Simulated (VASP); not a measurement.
Set up this calculation in VASP 6.6.1, as the native input.

```
Task                   : single point
Functional             : PBE
Dispersion             : D3(BJ)
Potentials or basis    : VASP PAW PBE potentials, release 64 (C, O, H)
Cutoff                 : 520 eV
k mesh                 : 1 × 1 × 1
Occupations            : fermi-dirac, width 0.05 eV
Spin                   : no spin polarisation
Dipole correction      : no
Further INCAR settings : LREAL = Auto; ALGO = Normal; EDIFF = 1e-06; NBANDS = 66
```

The structure of H4CO lies in POSCAR:

```
H4CO
1.0
    7.3803230000      0.0000000000      0.0000000000
    0.0000000000      7.3803230000      0.0000000000
    0.0000000000      0.0000000000      7.3803230000
C O H
6 6 24
Direct
    0.1405027812      0.6128183262      0.4355773088
    0.7390816272      0.5108717178      0.7172139275
    0.7525228555      0.2896609500      0.2060113757
    0.2048740387      0.2207710559      0.6645024736
    0.5218160380      0.8516668937      0.2052077893
    0.0164536343      0.8964008987      0.9667065485
    0.0957177422      0.7796930336      0.5239010052
    0.6391551069      0.3480182474      0.6846800969
    0.6109979092      0.3558326238      0.3205462742
    0.2779716207      0.3541175114      0.7815283146
    0.6426681432      0.7141591609      0.2692365583
   -0.0645595879      0.7396377813      1.0505604395
    0.0377161978      0.5138371871      0.4765479458
    0.1901733693      0.8671066653      0.4950817300
    0.1357246921      0.6275123433      0.2871384693
    0.2735820181      0.5620205375      0.4797571422
    0.6744205476      0.5859176021      0.8290025765
    0.6312629679      0.3354177763      0.5499245863
    0.8813998664      0.4789182189      0.7539620907
    0.7407496225      0.5982120933      0.5962697162
    0.7892798179      0.1526208604      0.2507461210
    0.6016085529      0.4886756325      0.2960876200
    0.7067845542      0.2826512440      0.0636262655
    0.8745939173      0.3754787894      0.2144046949
    0.0570722527      0.2169729648      0.6834238301
    0.4099878165      0.3588379680      0.7559307251
    0.2316439829      0.2510502473      0.5202610464
    0.2594011946      0.0843968617      0.6948032804
    0.3819126579      0.8070712486      0.2262418157
    0.7588597806      0.7298856060      0.2028083499
    0.5440550481      0.9800746414      0.2788447854
    0.5406286266      0.8755782780      0.0590143172
    0.1359313866      0.9369360276      1.0461625855
   -0.0738817278      0.6458735782      0.9588200908
    0.0573786861      0.8651657280      0.8274515015
   -0.0814343378      1.0091209997      0.9643224016
```

These files were run (other wordings do the same):

INCAR

```
SYSTEM = H4CO
PREC = Accurate
ENCUT = 520
EDIFF = 1E-6
ISMEAR = -1
SIGMA = 0.05
LREAL = Auto
LASPH = .TRUE.
NELM = 60
ALGO = Normal
ISIF = 2
LWAVE = .FALSE.
LCHARG = .TRUE.
GGA = PE
IVDW = 12
LELF = .TRUE.
LVHAR = .TRUE.
NBANDS = 66
```

KPOINTS

```
Automatic mesh
0
G
  1 1 1
  0 0 0
```

Potentials or basis: VASP PAW PBE potentials, release 64 (C, O, H).

Launch:

```bash
$ cat potpaw_PBE.64/C/POTCAR potpaw_PBE.64/O/POTCAR potpaw_PBE.64/H/POTCAR > POTCAR
$ mpirun -np 1 vasp_gam > vasp.out
```

Results of the run:

The pressure is -0.3 GPa, the largest force is 0.224 eV/Å and the band gap on the k mesh is 4.66 eV. The dispersion energy per atom is -0.034 eV.

Caveat: the k points lie up to 0.85 Å⁻¹ apart.

It took 2.5 min on 1 thread of Intel(R) Xeon(R) Platinum 8259CL CPU @ 2.50GHz (Skylake/Cascade Lake), with other jobs on the host, peak memory 0.38 GiB.
